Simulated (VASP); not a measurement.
# MgO (R-3m) in VASP: a series of runs

MgO is run at these levels: r2SCAN; tasks: single point.

Program: VASP 6.6.1. These are calculated values, not measurements. Logs are shortened: lines on timing, memory, paths and dates and some standing lists are left out, and cuts for length are marked.

### 1 The cell of the first run

Symmetry: R-3m, No. 166, trigonal system. Conventional cell: a = 2.973 Å, b = 2.973 Å, c = 7.611 Å, α = 90.00°, β = 90.00°, γ = 120.00°. Mg (site symmetry -3m) has 6 O at 2.13 Å within 2.8 Å. Within 2.8 Å of O (site symmetry -3m) lie 6 Mg at 2.13 Å.

### 2 Single point, r2SCAN (strain along [111] +4.5%)

POSCAR

```
MgO
1.0
    0.0632051670      2.1653725836      2.1653725836
    2.1653725836      0.0632051670      2.1653725836
    2.1653725836      2.1653725836      0.0632051670
Mg O
1 1
Direct
    0.0000000000      0.0000000000      0.0000000000
    0.5000000000      0.5000000000      0.5000000000
```

INCAR.step1

```
SYSTEM = MgO
PREC     = Accurate       ! precision mode
ENCUT    = 660            ! plane-wave cutoff, eV
ISMEAR   = 0              ! smearing method
SIGMA    = 0.01           ! smearing width, eV
LREAL    = .FALSE.        ! projectors in reciprocal space
LASPH    = .TRUE.         ! aspherical terms in the spheres
NELM     = 120            ! most SCF steps
NBANDS   = 15             ! bands
GGA      = PE             ! functional
ALGO     = Normal         ! electronic algorithm
EDIFF    = 1E-5           ! SCF threshold, eV
LWAVE    = .TRUE.         ! write WAVECAR
LCHARG   = .FALSE.        ! write CHGCAR
GGA_COMPAT= .FALSE.
```

INCAR.step2

```
SYSTEM = MgO
PREC     = Accurate       ! precision mode
ENCUT    = 660            ! plane-wave cutoff, eV
EDIFF    = 1E-6           ! SCF threshold, eV
ISMEAR   = 0              ! smearing method
SIGMA    = 0.01           ! smearing width, eV
LREAL    = .FALSE.        ! projectors in reciprocal space
LASPH    = .TRUE.         ! aspherical terms in the spheres
NELM     = 120            ! most SCF steps
ALGO     = Normal         ! electronic algorithm
ISIF     = 2              ! what is computed and relaxed
LWAVE    = .FALSE.        ! write WAVECAR
LCHARG   = .TRUE.         ! write CHGCAR
METAGGA  = R2SCAN         ! meta-GGA
LMIXTAU  = .TRUE.       
LELF     = .TRUE.         ! ELF
LVHAR    = .TRUE.       
NBANDS   = 15             ! bands
ISTART   = 1            
GGA_COMPAT= .FALSE.
```

KPOINTS

```
regular mesh
0
G
  10 10 10
  0 0 0
```

Potentials or basis: VASP PAW PBE potentials, release 64 (Mg_sv, O).

Command:

```sh
$ cat potpaw_PBE.64/Mg_sv/POTCAR potpaw_PBE.64/O/POTCAR > POTCAR
$ cp INCAR.step1 INCAR
$ mpirun -np 1 vasp_std > vasp.out
$ cp INCAR.step2 INCAR
$ mpirun -np 1 vasp_std > vasp.out
```

OUTCAR:

```text
SYSTEM = MgO
   PREC = Accurate
   ENCUT = 660
   EDIFF = 1E-6
   ISMEAR = 0
   LREAL = .FALSE.
   LASPH = .TRUE.
   NELM = 120
   ISIF = 2
   METAGGA = R2SCAN
   ISTART = 1

 ion  position               nearest neighbor table
   1  0.000  0.000  0.000-
   2  0.500  0.500  0.500-

  LATTYP: Found a trigonal (rhomboedric) cell.
 ALAT       =     3.0629514761
 COS(alpha) =     0.5289637106

  Lattice vectors:

 A1 = (   0.0632051670,   2.1653725836,   2.1653725836)
 A2 = (   2.1653725836,   0.0632051670,   2.1653725836)
 A3 = (   2.1653725836,   2.1653725836,   0.0632051670)

Analysis of symmetry for initial positions (statically):
=====================================================================
 Subroutine PRICEL returns:
 Original cell was already a primitive cell.

 Routine SETGRP: Setting up the symmetry group for a
 trigonal (rhombohedral) supercell.

 Subroutine GETGRP returns: Found 12 space group operations
 (whereof 12 operations were pure point group operations)
 out of a pool of 12 trial point group operations.

The static configuration has the point symmetry D_3d.

Analysis of symmetry for dynamics (positions and initial velocities):
=====================================================================
 Subroutine PRICEL returns:
 Original cell was already a primitive cell.

 Routine SETGRP: Setting up the symmetry group for a
 trigonal (rhombohedral) supercell.

 Subroutine GETGRP returns: Found 12 space group operations
 (whereof 12 operations were pure point group operations)
 out of a pool of 12 trial point group operations.

The dynamic configuration has the point symmetry D_3d.

 Subroutine INISYM returns: Found 12 space group operations
 (whereof 12 operations are pure point group operations),
 and found     1 'primitive' translations

----------------------------------------------------------------------------------------

                                     Primitive cell

  volume of cell :      19.4173

  direct lattice vectors                    reciprocal lattice vectors
     0.063205167  2.165372584  2.165372584    -0.241271123  0.234428382  0.234428382
     2.165372584  0.063205167  2.165372584     0.234428382 -0.241271123  0.234428382
     2.165372584  2.165372584  0.063205167     0.234428382  0.234428382 -0.241271123

  length of vectors
     3.062951476  3.062951476  3.062951476     0.410030593  0.410030593  0.410030593

  position of ions in fractional coordinates (direct lattice)
     0.000000000  0.000000000  0.000000000
     0.500000000  0.500000000  0.500000000

  ion indices of the primitive-cell ions
   primitive index   ion index
                 1           1
                 2           2

----------------------------------------------------------------------------------------

 KPOINTS: regular mesh

Automatic generation of k-mesh.
 Grid dimensions read from file:
 generate k-points for:   10   10   10

 Generating k-lattice:

  Cartesian coordinates                     Fractional coordinates (reciprocal lattice)
    -0.024127112  0.023442838  0.023442838     0.100000000 -0.000000000 -0.000000000
     0.023442838 -0.024127112  0.023442838    -0.000000000  0.100000000 -0.000000000
     0.023442838  0.023442838 -0.024127112    -0.000000000 -0.000000000  0.100000000

  Length of vectors
     0.041003059  0.041003059  0.041003059

  Shift w.r.t. Gamma in fractional coordinates (k-lattice)
     0.000000000  0.000000000  0.000000000

 Subroutine IBZKPT returns following result:
 ===========================================

 Found    116 irreducible k-points:

 Following reciprocal coordinates:
            Coordinates               Weight
  0.000000  0.000000  0.000000      1.000000
  0.100000  0.000000  0.000000      6.000000
  0.200000  0.000000  0.000000      6.000000
  0.300000  0.000000  0.000000      6.000000
  0.400000  0.000000  0.000000      6.000000
  0.500000  0.000000  0.000000      3.000000
[... 16 lines left out ...]
  0.300000  0.300000  0.000000      6.000000
  0.400000  0.300000  0.000000     12.000000
 [... further k-points ...]
   k-points           NKPTS =    116   k-points in BZ     NKDIM =    116   number of bands    NBANDS=     15
   number of dos      NEDOS =    301   number of ions     NIONS =      2
   total plane-waves  NPLWV =  21952
   dimension x,y,z NGX =    28 NGY =   28 NGZ =   28
   dimension x,y,z NGXF=    56 NGYF=   56 NGZF=   56
   ions per type =               1   1
   NGX,Y,Z   is equivalent  to a cutoff of  15.20, 15.20, 15.20 a.u.
   NGXF,Y,Z  is equivalent  to a cutoff of  30.39, 30.39, 30.39 a.u.
 SYSTEM =  MgO
   PREC   = accura    normal or accurate (medium, high low for compatibility)
   ISTART =      1    job   : 0-new  1-cont  2-samecut
   ICHARG =      0    charge: 1-file 2-atom 10-const
   ISPIN  =      1    spin polarized calculation?
   LNONCOLLINEAR =      F non collinear calculations
   LSORBIT =      F    spin-orbit coupling
   LASPH  =      T    aspherical Exc in radial PAW
   ENCUT  =  660.0 eV  48.51 Ry    6.96 a.u.   6.42  6.42  6.42*2*pi/ulx,y,z
   NELM   =    120;   NELMIN=  2; NELMDL=  0     # of ELM steps
   EDIFF  = 0.1E-05   stopping-criterion for ELM
   LREAL  =      F    real-space projection
   EDIFFG = 0.1E-04   stopping-criterion for IOM
   NSW    =      0    number of steps for IOM
   IBRION =     -1    ionic relax: 0-MD 1-quasi-New 2-CG
   NFREE  =      0    steps in history (QN), initial steepest desc. (CG)
   ISIF   =      2    stress and relaxation
   ISYM   =      2    0-nonsym 1-usesym 2-fastsym
   POTIM  = 0.5000    time-step for ionic-motion
   TEBEG  =    0.0;   TEEND  =   0.0 temperature during run
   PSTRESS=    0.0 pullay stress
   NELECT =      16.0000    total number of electrons
   NUPDOWN=      -1.0000    fix difference up-down
   EMIN   =  10.00;   EMAX   =-10.00  energy-range for DOS
   EFERMI =   0.00;   METHOD = LEGACY
   ISMEAR =     0;   SIGMA  =   0.01  broadening in eV -4-tet -1-fermi 0-gaus
   EFERMI_NEDOS =   21; number of points for ismear=-14 and -15
   IALGO  =     38    algorithm
   IMIX   =      4    mixing-type and parameters
     AMIX     =   0.40;   BMIX     =  1.00
     AMIX_MAG =   1.60;   BMIX_MAG =  1.00
  volume/ion in A,a.u.               =       9.71        65.52
  Fermi-wavevector in a.u.,A,eV,Ry     =   1.534799  2.900350 32.050002  2.355609
  Thomas-Fermi vector in A             =   2.641677
   LORBIT       =      0    0 simple, 1 ext, 2 COOP (PROOUT), +10 PAW based schemes
   METAGGA = R2SCAN    functional components
   LHFCALC =     F    Hartree Fock is set to
   AEXX    =    0.0000 exact exchange contribution
   IVDW    =     0    specifies the selected vdW correction
   LEPSILON=     F    determine dielectric tensor
   LRPA    =     F    only Hartree local field effects (RPA)
 non-spin polarized calculation
 Gauss-broadening in eV      SIGMA  =   0.01
  energy-cutoff  :      660.00
  volume of cell :       19.42
 maximum number of plane-waves:       761
 NGX is ok and might be reduce to    28
   NGX = 13   NGY = 13   NGZ = 13

 number of electron      15.9999997 magnetization

 Free energy of the ion-electron system (eV)
  ---------------------------------------------------
  ext. energy  EPLUGINS =         0.00000000
  ---------------------------------------------------
  free energy    TOTEN  =       -16.13545059 eV

  energy without entropy =      -16.13545059  energy(sigma->0) =      -16.13545059

 E-fermi :   2.4375     XC(G=0): -11.8280

 val. band max:        2.3705824900   @ k =   0.0000   0.0000   0.0000
 cond. band min:       7.4956859609   @ k =   0.0000   0.0000   0.0000
 fundamental gap:      5.1251034709
 Fermi energy:         2.4374561849

 k-point     1 :       0.0000    0.0000    0.0000
  band No.  band energies     occupation
      1     -72.8858      2.00000
      2     -37.9871      2.00000
      3     -37.9871      2.00000
      4     -37.9695      2.00000
      5     -15.7433      2.00000
      6       2.0275      2.00000
      7       2.3706      2.00000
      8       2.3706      2.00000
      9       7.4957      0.00000
     10      18.0968      0.00000
     11      19.3105      0.00000
     12      19.3105      0.00000
     13      22.8166      0.00000
     14      24.6966      0.00000
     15      24.6966      0.00000

 k-point     2 :       0.1000    0.0000    0.0000
  band No.  band energies     occupation
      1     -72.8851      2.00000
      2     -37.9939      2.00000
      3     -37.9880      2.00000
      4     -37.9703      2.00000
      5     -15.6413      2.00000
      6       1.6890      2.00000
      7       2.0262      2.00000
      8       2.2997      2.00000
      9       8.1079      0.00000
     10      17.7262      0.00000
     11      18.5867      0.00000
     12      19.5275      0.00000
     13      23.7005      0.00000
     14      24.0470      0.00000
     15      24.5663      0.00000

 k-point     3 :       0.2000    0.0000    0.0000
  band No.  band energies     occupation
      1     -72.8833      2.00000
      2     -38.0127      2.00000
      3     -37.9904      2.00000
      4     -37.9722      2.00000
      5     -15.3625      2.00000
      6       0.4362      2.00000
      7       1.8402      2.00000
      8       2.1201      2.00000
      9       9.3049      0.00000
     10      16.2300      0.00000
     11      19.0518      0.00000
     12      19.8928      0.00000
     13      22.8380      0.00000
     14      23.5389      0.00000
     15      25.3853      0.00000
[... 343 lines left out ...]
 k-point    23 :       0.3000    0.3000    0.0000
  band No.  band energies     occupation
      1     -72.8799      2.00000
      2     -38.0278      2.00000
      3     -38.0021      2.00000
      4     -37.9869      2.00000
      5     -14.8374      2.00000
      6      -0.7725      2.00000
      7       1.1916      2.00000
      8       1.5043      2.00000
      9      11.6663      0.00000
     10      13.5742      0.00000
     11      17.5168      0.00000
     12      20.7484      0.00000
     13      21.3427      0.00000
     14      27.3526      0.00000
     15      30.3312      0.00000

 k-point    24 :       0.4000    0.3000    0.0000
  band No.  band energies     occupation
      1     -72.8785      2.00000
      2     -38.0366      2.00000
      3     -38.0075      2.00000
      4     -37.9890      2.00000
      5     -14.6156      2.00000
      6      -1.1667      2.00000
      7       1.0373      2.00000
      8       1.1430      2.00000
      9      12.2973      0.00000
     10      13.4678      0.00000
     11      16.6678      0.00000
     12      21.0034      0.00000
     13      21.7731      0.00000
     14      28.0367      0.00000
     15      29.8824      0.00000

 [... further k-points ...]

------------------------ aborting loop because EDIFF is reached ----------------------------------------

  FORCE on cell =-STRESS in cart. coord.  units (eV):
  Direction    XX          YY          ZZ          XY          YZ          ZX
  --------------------------------------------------------------------------------------
  -------------------------------------------------------------------------------------
  Total       -0.8379609     -0.8379609     -0.8379609     -0.5783423     -0.5783423     -0.5783423
  in kB      -69.1424261    -69.1424261    -69.1424261    -47.7205898    -47.7205898    -47.7205898
  external PRESSURE =     -69.1424261 kB  Pullay stress =       0.0000000 kB

 VOLUME and BASIS-vectors are now :
 -----------------------------------------------------------------------------
  energy-cutoff  :      660.00
  volume of cell :       19.42
      direct lattice vectors                 reciprocal lattice vectors
     0.063205167  2.165372584  2.165372584    -0.241271123  0.234428382  0.234428382
     2.165372584  0.063205167  2.165372584     0.234428382 -0.241271123  0.234428382
     2.165372584  2.165372584  0.063205167     0.234428382  0.234428382 -0.241271123

 POSITION                                       TOTAL-FORCE (eV/Angst)
 -----------------------------------------------------------------------------------
      0.00000      0.00000      0.00000         0.000000     -0.000000      0.000000
      2.19698      2.19698      2.19698        -0.000000      0.000000     -0.000000
 -----------------------------------------------------------------------------------
    total drift:                                0.000000      0.000000      0.000000

  FREE ENERGIE OF THE ION-ELECTRON SYSTEM (eV)
  ---------------------------------------------------
  free  energy   TOTEN  =       -16.1354505898 eV

  energy  without entropy=      -16.1354505898  energy(sigma->0) =      -16.13545059
```

It took 96 s on 1 thread of Intel Xeon 6975P-C (Granite Rapids), shared host; peak memory 0.19 GiB.

What came out:

| Quantity | Value |
| --- | --- |
| Free energy | -16.1355 eV |
| Pressure | -6.9 GPa |
| Band gap on the k mesh | 5.13 eV, direct |

Caveat: the cell differs from its parent crystal (strain along [111] +4.5%); the PAW data sets were made with another functional, which shifts forces and pressure a little.

### 3 Single point, r2SCAN (epitaxial 111 strain -5.2%)

POSCAR

```
MgO
1.0
    0.0964555237      2.0903613184      2.0903613184
    2.0903613184      0.0964555237      2.0903613184
    2.0903613184      2.0903613184      0.0964555237
Mg O
1 1
Direct
    0.0000000000      0.0000000000      0.0000000000
    0.5000000000      0.5000000000      0.5000000000
```

INCAR.step1

```
SYSTEM = MgO
ALGO = Normal ; EDIFF = 1E-5
ENCUT = 660 ; GGA = PE
GGA_COMPAT = .FALSE. ; ISMEAR = 0
LASPH = .TRUE. ; LCHARG = .FALSE.
LREAL = .FALSE. ; LWAVE = .TRUE.
NBANDS = 15 ; NELM = 120
PREC = Accurate ; SIGMA = 0.01
```

INCAR.step2

```
SYSTEM = MgO
ALGO = Normal ; EDIFF = 1E-6
ENCUT = 660 ; GGA_COMPAT = .FALSE.
ISIF = 2 ; ISMEAR = 0
ISTART = 1 ; LASPH = .TRUE.
LCHARG = .FALSE. ; LMIXTAU = .TRUE.
LREAL = .FALSE. ; LWAVE = .FALSE.
METAGGA = R2SCAN ; NBANDS = 15
NELM = 120 ; PREC = Accurate
SIGMA = 0.01
```

KPOINTS

```
k-points
0
G
  10 10 10
  0 0 0
```

Potentials or basis: VASP PAW PBE potentials, release 64 (Mg_sv, O).

Command:

```sh
$ cat potpaw_PBE.64/Mg_sv/POTCAR potpaw_PBE.64/O/POTCAR > POTCAR
$ cp INCAR.step1 INCAR
$ mpirun -np 1 vasp_std > vasp.out
$ cp INCAR.step2 INCAR
$ mpirun -np 1 vasp_std > vasp.out
```

Run time: 3.9 min. Hardware: 1 thread of Intel Xeon Platinum 8375C at 2.90GHz (Ice Lake), shared host; peak memory 0.18 GiB.

The run converged. Its results:

* Free energy: -16.0197 eV
* Pressure: 17.5 GPa
* Band gap on the k mesh: 6.33 eV, direct

Stress tensor (GPa, compression positive):
```
17.55 -8.84 -8.84
-8.84 17.55 -8.84
-8.84 -8.84 17.55
```

Levels at points of the mesh, in eV from the valence-band top:
```csv
k point,band 6,band 7,band 8,band 9,band 10,band 11
"(0.00, 0.00, 0.00)",-0.63,0.00,0.00,6.33,15.92,17.94
"(0.50, 0.00, 0.00)",-5.17,-1.32,-0.89,9.00,14.95,17.55
"(0.50, 0.50, 0.00)",-4.68,-2.01,-1.40,9.79,12.19,15.05
"(0.50, 0.50, 0.50)",-5.50,-0.64,-0.64,9.83,13.90,19.40
```

Caveat: the cell differs from its parent crystal (epitaxial 111 strain -5.2%); the PAW data sets were made with another functional, which shifts forces and pressure a little.
